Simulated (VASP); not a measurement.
# MoS2 (P6_3/mmc) in VASP: dielectric tensor with PBE+D3(BJ)

Aim: the dielectric tensor of MoS2 with PBE+D3(BJ).

Program: VASP 6.6.1. These are calculated values, not measurements. Logs are shortened: lines on timing, memory, paths and dates and some standing lists are left out, and cuts for length are marked.

## 1. The cell of the first run

Symmetry: P6_3/mmc, No. 194, hexagonal system. Conventional cell: a = 3.161 Å, b = 3.161 Å, c = 12.384 Å, α = 90.00°, β = 90.00°, γ = 120.00°. Within 3.2 Å of Mo (site symmetry -6m2) lie 6 S at 2.40 Å and 6 Mo at 3.16 Å. S (site symmetry 3m) has 3 Mo at 2.40 Å and 7 S at 3.13 to 3.16 Å within 3.2 Å.

## 2. Dielectric tensor, PBE+D3(BJ)

File INCAR:

```
SYSTEM = MoS2
PREC     = Accurate       ! precision mode
ENCUT    = 520            ! plane-wave cutoff, eV
EDIFF    = 1E-8           ! SCF threshold, eV
ISMEAR   = 0              ! smearing method
SIGMA    = 0.01           ! smearing width, eV
LREAL    = .False.        ! projectors in reciprocal space
LASPH    = .True.         ! aspherical terms in the spheres
NELM     = 60             ! most SCF steps
ALGO     = Normal         ! electronic algorithm
ISIF     = 2              ! what is computed and relaxed
LWAVE    = .False.        ! write WAVECAR
LCHARG   = .False.        ! write CHGCAR
GGA      = PE             ! functional
IVDW     = 12             ! dispersion correction
LEPSILON = .True.         ! dielectric tensor by DFPT
```

File KPOINTS:

```
regular mesh
0
Gamma
  8 8 2
  0 0 0
```

File POSCAR:

```
MoS2
1.0
    3.1612766259      0.0000000000      0.0000000000
   -1.5806383129      2.7377458664      0.0000000000
    0.0000000000      0.0000000000     12.3842915501
Mo S
2 4
Direct
    0.3333333333      0.6666666667      0.2500000000
    0.6666666667      0.3333333333      0.7500000000
    0.3333333333      0.6666666667      0.6236241647
    0.6666666667      0.3333333333      0.1236241647
    0.3333333333      0.6666666667      0.8763758353
    0.6666666667      0.3333333333      0.3763758353
```

Potentials or basis: VASP PAW PBE potentials, release 64 (Mo_sv, S).

Started as:

```
> cat potpaw_PBE.64/Mo_sv/POTCAR potpaw_PBE.64/S/POTCAR > POTCAR
> mpirun -np 1 vasp_std > vasp.out
```

OUTCAR:

```text
SYSTEM = MoS2
   PREC = Accurate
   ENCUT = 520
   EDIFF = 1E-8
   ISMEAR = 0
   LREAL = .False.
   LASPH = .True.
   NELM = 60
   ISIF = 2
   GGA = PE
   IVDW = 12
   LEPSILON = .True.
 IVDW          = 12

 ion  position               nearest neighbor table
   1  0.333  0.667  0.250-   4 2.40   6 2.40   4 2.40   6 2.40   4 2.40   6 2.40
   2  0.667  0.333  0.750-   3 2.40   5 2.40   3 2.40   5 2.40   3 2.40   5 2.40
   3  0.333  0.667  0.624-   2 2.40   2 2.40   2 2.40
   4  0.667  0.333  0.124-   1 2.40   1 2.40   1 2.40
   5  0.333  0.667  0.876-   2 2.40   2 2.40   2 2.40
   6  0.667  0.333  0.376-   1 2.40   1 2.40   1 2.40

  LATTYP: Found a hexagonal cell.
 ALAT       =     3.1612766259
 C/A-ratio  =     3.9174969532

  Lattice vectors:

 A1 = (   3.1612766259,   0.0000000000,   0.0000000000)
 A2 = (  -1.5806383129,   2.7377458664,   0.0000000000)
 A3 = (   0.0000000000,   0.0000000000,  12.3842915501)

Analysis of symmetry for initial positions (statically):
=====================================================================
 Subroutine PRICEL returns:
 Original cell was already a primitive cell.

 Routine SETGRP: Setting up the symmetry group for a
 hexagonal supercell.

 Subroutine GETGRP returns: Found 24 space group operations
 (whereof 12 operations were pure point group operations)
 out of a pool of 24 trial point group operations.

The static configuration has the point symmetry D_3d.
 The point group associated with its full space group is D_6h.

Analysis of symmetry for dynamics (positions and initial velocities):
=====================================================================
 Subroutine PRICEL returns:
 Original cell was already a primitive cell.

 Routine SETGRP: Setting up the symmetry group for a
 hexagonal supercell.

 Subroutine GETGRP returns: Found 24 space group operations
 (whereof 12 operations were pure point group operations)
 out of a pool of 24 trial point group operations.

The dynamic configuration has the point symmetry D_3d.
 The point group associated with its full space group is D_6h.

 Subroutine INISYM returns: Found 24 space group operations
 (whereof 12 operations are pure point group operations),
 and found     1 'primitive' translations

----------------------------------------------------------------------------------------

                                     Primitive cell

  volume of cell :     107.1832

  direct lattice vectors                    reciprocal lattice vectors
     3.161276626  0.000000000  0.000000000     0.316327901  0.182631999  0.000000000
    -1.580638313  2.737745866  0.000000000     0.000000000  0.365263998  0.000000000
     0.000000000  0.000000000 12.384291550     0.000000000  0.000000000  0.080747453

  length of vectors
     3.161276626  3.161276626 12.384291550     0.365263998  0.365263998  0.080747453

  position of ions in fractional coordinates (direct lattice)
     0.333333333  0.666666667  0.250000000
     0.666666667  0.333333333  0.750000000
     0.333333333  0.666666667  0.623624165
     0.666666667  0.333333333  0.123624165
     0.333333333  0.666666667  0.876375835
     0.666666667  0.333333333  0.376375835

  ion indices of the primitive-cell ions
   primitive index   ion index
                 1           1
                 2           2
                 3           3
                 4           4
                 5           5
                 6           6

----------------------------------------------------------------------------------------

 KPOINTS: regular mesh

Automatic generation of k-mesh.
 Grid dimensions read from file:
 generate k-points for:    8    8    2

 Generating k-lattice:

  Cartesian coordinates                     Fractional coordinates (reciprocal lattice)
[... 86 lines left out ...]
 non-spin polarized calculation
 Gauss-broadening in eV      SIGMA  =   0.01
  energy-cutoff  :      520.00
  volume of cell :      107.18
 maximum number of plane-waves:      2910
 NGX is ok and might be reduce to    24
   NGX = 11   NGY = 11   NGZ = 47

--------------------------------------- Ionic step        1  -------------------------------------------

 number of electron      51.9999996 magnetization

 E-fermi :   7.6165     XC(G=0): -10.8061

 val. band max:        7.4533251875   @ k =   0.0000   0.0000   0.0000
 cond. band min:       8.4809565971   @ k =   0.2500   0.1250   0.0000
 fundamental gap:      1.0276314097
 Fermi energy:         7.6164672555

 k-point     1 :       0.0000    0.0000    0.0000
  band No.  band energies     occupation
      1     -54.0158      2.00000
      2     -54.0158      2.00000
      3     -28.1708      2.00000
      4     -28.1707      2.00000
      5     -27.9425      2.00000
      6     -27.9425      2.00000
[... 669 lines left out ...]
     30       9.8795      0.00000
     31      10.2544      0.00000

  FORCE on cell =-STRESS in cart. coord.  units (eV):
  Direction    XX          YY          ZZ          XY          YZ          ZX
  --------------------------------------------------------------------------------------
  -------------------------------------------------------------------------------------
  Total      -0.90163    -0.90163    -0.95522    -0.00000    -0.00000     0.00000
  in kB     -13.47755   -13.47755   -14.27869    -0.00000    -0.00000     0.00000
  external pressure =      -13.74 kB  Pullay stress =        0.00 kB

 VOLUME and BASIS-vectors are now :
 -----------------------------------------------------------------------------
  energy-cutoff  :      520.00
  volume of cell :      107.18
      direct lattice vectors                 reciprocal lattice vectors
     3.161276626  0.000000000  0.000000000     0.316327901  0.182631999  0.000000000
    -1.580638313  2.737745866  0.000000000     0.000000000  0.365263998  0.000000000
     0.000000000  0.000000000 12.384291550     0.000000000  0.000000000  0.080747453

 POSITION                                       TOTAL-FORCE (eV/Angst)
 -----------------------------------------------------------------------------------
     -0.00000      1.82516      3.09607        -0.000000      0.000000     -0.000000
      1.58064      0.91258      9.28822         0.000000     -0.000000     -0.000000
     -0.00000      1.82516      7.72314        -0.000000      0.000000      0.015155
      1.58064      0.91258      1.53100         0.000000      0.000000      0.015155
     -0.00000      1.82516     10.85329        -0.000000     -0.000000     -0.015155
      1.58064      0.91258      4.66115         0.000000     -0.000000     -0.015155
 -----------------------------------------------------------------------------------
    total drift:                               -0.000000      0.000000     -0.000000

  FREE ENERGIE OF THE ION-ELECTRON SYSTEM (eV)
  ---------------------------------------------------
  free  energy   TOTEN  =       -46.1560483359 eV

  energy  without entropy=      -46.1560483359  energy(sigma->0) =      -46.15604834

 HEAD OF MICROSCOPIC STATIC DIELECTRIC TENSOR (INDEPENDENT PARTICLE, excluding Hartree and local field effects)
 ------------------------------------------------------
          16.007702     0.000000     0.000000
           0.000000    16.007702     0.000000
           0.000000     0.000000     9.813242
 ------------------------------------------------------

 Free energy of the ion-electron system (eV)
  ---------------------------------------------------
  ---------------------------------------------------
  free energy    TOTEN  =        -4.50681318 eV

  energy without entropy =       -4.50681318

------------------------ aborting loop because EDIFF is reached ----------------------------------------

 Edisp (eV)   -2.54058

 E8    (eV) :    -1.0247
[... 7 lines left out ...]
 E8    (eV) :    -1.0247

--------------------------------------- Ionic step        3  -------------------------------------------

 Free energy of the ion-electron system (eV)
  ---------------------------------------------------
  ---------------------------------------------------
  free energy    TOTEN  =        -1.68653647 eV

  energy without entropy =       -1.68653647

------------------------ aborting loop because EDIFF is reached ----------------------------------------

 Edisp (eV)   -2.54058

 E8    (eV) :    -1.0247

 PIEZOELECTRIC TENSOR FIELD DIRECTION 3  (e Angst)
 -----------------------------------------------------------------------------
    -0.00010  0.00000  0.00000           (  0.00000  0.00000  0.00000)
     0.00000 -0.00010  0.00000           (  0.00000  0.00000  0.00000)
     0.00000  0.00000  0.00016           (  0.00000  0.00000  0.00001)

 PIEZOELECTRIC TENSOR FIELD DIRECTION 3  (C/m^2)
 -----------------------------------------------------------------------------
    -0.00002  0.00000  0.00000
     0.00000 -0.00002  0.00000
     0.00000  0.00000  0.00002

 MACROSCOPIC STATIC DIELECTRIC TENSOR (including local field effects in DFT)
 ------------------------------------------------------
          15.184470     0.000000     0.000000
           0.000000    15.184470     0.000000
           0.000000    -0.000000     6.339724
 ------------------------------------------------------

 PIEZOELECTRIC TENSOR (including local field effects)  for field in x, y, z        (e  Angst)
          XX          YY          ZZ          XY          YZ          ZX
  --------------------------------------------------------------------------------
  x     0.00000     0.00000     0.00000     0.00000     0.00000     0.00000
  y     0.00000     0.00000     0.00000     0.00000     0.00000     0.00000
  z     0.00000     0.00000     0.00000     0.00000     0.00000     0.00000

 PIEZOELECTRIC TENSOR (including local field effects)  for field in x, y, z        (C/m^2)
          XX          YY          ZZ          XY          YZ          ZX
  --------------------------------------------------------------------------------
  x     0.00000     0.00000     0.00000     0.00000     0.00000     0.00000
  y     0.00000     0.00000     0.00000     0.00000     0.00000     0.00000
  z     0.00000     0.00000     0.00000     0.00000     0.00000     0.00000

 BORN EFFECTIVE CHARGES (including local field effects) (in |e|, cummulative output)
 ---------------------------------------------------------------------------------
 ion    1
    1    -0.98760    -0.00000     0.00000
    2    -0.00000    -0.98760    -0.00000
    3     0.00000    -0.00000    -0.58446
 ion    2
    1    -0.98760    -0.00000     0.00000
    2    -0.00000    -0.98760    -0.00000
    3     0.00000    -0.00000    -0.58446
 ion    3
    1     0.49380     0.00000    -0.00000
    2     0.00000     0.49380     0.00000
    3    -0.00000     0.00000     0.29223
 ion    4
    1     0.49380     0.00000     0.00000
    2     0.00000     0.49380    -0.00000
    3     0.00000    -0.00000     0.29223
 ion    5
    1     0.49380     0.00000     0.00000
    2     0.00000     0.49380    -0.00000
    3     0.00000    -0.00000     0.29223
 ion    6
    1     0.49380     0.00000    -0.00000
    2     0.00000     0.49380     0.00000
    3    -0.00000     0.00000     0.29223
```

It took 19 min on 1 thread of AMD EPYC 9R45 (Zen 5), shared host; peak memory 0.48 GiB.

What came out:

```
Band gap on the k mesh                  : 1.03 eV, indirect (least direct gap 1.96 eV)
Electronic dielectric tensor (diagonal) : 15.18, 15.18, 6.34
Born charges (mean of the diagonal)     : Mo -0.85; S +0.43 e
Dispersion energy per atom              : -0.423 eV
```

Electronic dielectric tensor:
```
15.18  0.00  0.00
 0.00 15.18  0.00
 0.00  0.00  6.34
```

Born effective charge tensors (e):
atom 1, Mo
```
-0.99  0.00  0.00
 0.00 -0.99  0.00
 0.00  0.00 -0.58
```
atom 2, Mo
```
-0.99  0.00  0.00
 0.00 -0.99  0.00
 0.00  0.00 -0.58
```
atom 3, S
```
0.49 0.00 0.00
0.00 0.49 0.00
0.00 0.00 0.29
```
atom 4, S
```
0.49 0.00 0.00
0.00 0.49 0.00
0.00 0.00 0.29
```
atom 5, S
```
0.49 0.00 0.00
0.00 0.49 0.00
0.00 0.00 0.29
```
atom 6, S
```
0.49 0.00 0.00
0.00 0.49 0.00
0.00 0.00 0.29
```

A k mesh can miss the band edges. Expect the measured gap to be larger: semilocal functionals such as PBE lack the derivative discontinuity.
